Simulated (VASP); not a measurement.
Set up this calculation in VASP 6.6.1, as the native input.

```
Task                   : single point
Functional             : revPBE
Potentials or basis    : VASP PAW PBE potentials, release 64 (Pt)
Cutoff                 : 520 eV
k mesh                 : 22 × 22 × 22
Occupations            : fermi-dirac, width 0.1 eV
Spin                   : no spin polarisation
Dipole correction      : no
Further INCAR settings : ALGO = Normal; EDIFF = 1e-06; NBANDS = 11
```

The structure of Pt lies in POSCAR:

```
Pt
1.0
    0.0000000000      1.9938337537      1.9938337537
    1.9938337537      0.0000000000      1.9938337537
    1.9938337537      1.9938337537      0.0000000000
Pt
1
Direct
    0.0000000000      0.0000000000      0.0000000000
```

These files were run (other wordings do the same):

INCAR

```
PREC = Accurate
ENCUT = 520
EDIFF = 1E-6
ISMEAR = -1
SIGMA = 0.1
LREAL = F
LASPH = T
NELM = 100
ALGO = Normal
ISIF = 2
LWAVE = F
LCHARG = F
GGA = RE
NBANDS = 11
```

KPOINTS

```
Automatic mesh
0
Gamma
  22 22 22
```

Potentials or basis: VASP PAW PBE potentials, release 64 (Pt).

Run with:

```sh
$ cat potpaw_PBE.64/Pt/POTCAR > POTCAR
$ mpirun -np 1 vasp_std > vasp.out
```

It gave:

```yaml
Pressure: -0.4 GPa
Band_gap_on_the_k_mesh: zero (band 5 reaches 10.84 eV, above the bottom of band 6 at 8.79 eV)
```

Caveat: the PAW data sets were made with another functional, which shifts forces and pressure a little; spin-orbit coupling is left out, which moves the levels of the heavy elements.

Run time: 14 s on 1 thread of Intel(R) Xeon(R) 6975P-C (Granite Rapids), with other jobs on the host, peak memory 0.18 GiB.
